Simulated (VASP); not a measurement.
Input of a VASP 6.6.1 run:

File INCAR:

```
SYSTEM = Hf
PREC = Accurate
ENCUT = 520
EDIFF = 1E-7
ISMEAR = 0
SIGMA = 0.15
LREAL = .False.
LASPH = .True.
NELM = 60
ALGO = Normal
ISIF = 2
LWAVE = .False.
LCHARG = .False.
GGA = PS
NBANDS = 11
```

KPOINTS

```
Automatic mesh
0
Gamma
  18 18 18
  0 0 0
```

Contents of POSCAR:

```
Hf
1.0
    0.0000000000      2.3976000000      2.3976000000
    2.3976000000      0.0000000000      2.3976000000
    2.3976000000      2.3976000000      0.0000000000
Hf
1
Direct
    0.0000000000      0.0000000000      0.0000000000
```

Potentials or basis: VASP PAW PBE potentials, release 64 (Hf_pv).

The run is started by

```sh
$ cat potpaw_PBE.64/Hf_pv/POTCAR > POTCAR
$ mpirun -np 1 vasp_std > vasp.out
```

Problem. Estimate the pressure.

Solution. -17.8 GPa.

Problem. Predict the band gap on the k mesh.

Solution. Zero (bands 5 and 6 overlap by 1.73 eV).

Caveat: the cell differs from its parent crystal (strain +0.080 along x and y, +0.080 along z); the cell stands under tension; the PAW data sets were made with another functional, which shifts forces and pressure a little; spin-orbit coupling is left out, which moves the levels of the heavy elements.
